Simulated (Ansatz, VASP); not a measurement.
## F in VASP and in Ansatz

```xyz
4
Lattice="2.7500 -1.6400 0.0000 2.7500 1.6400 0.0000 -1.5347 0.0000 7.1164" Properties=species:S:1:pos:R:3 pbc="T T T"
F     4.1645   -0.6002    0.7095
F     0.5682   -0.6002    2.8487
F    -0.1992    0.6002    6.4069
F     3.3971    0.6002    4.2677
```

Alike in both runs: task relaxation of cell and atoms; functional PBE; k mesh 6 × 6 × 3; occupations fermi-dirac, width 0.05 eV; no spin polarisation.

|  | VASP | Ansatz |
| --- | --- | --- |
| version | VASP 6.6.1 | Ansatz 0.2.0 |
| potentials or method | VASP PAW PBE potentials, release 64 (F), cutoff 600 eV | plane waves (420 eV) with PAW, scalar-relativistic |
| valence electrons in the cell | 28 | 28 |

Ansatz gave:

- relaxed volume (Å³/atom): 19.47
- relaxed cell length with the largest relative difference (Å): 3.579

Question: What did VASP give for the same quantities?

Answer: Relaxed volume (Å³/atom): 16.88; relaxed cell length with the largest relative difference (Å): 3.358.

One of these differences is far larger than is usual between the two programs; its cause wasn't traced.
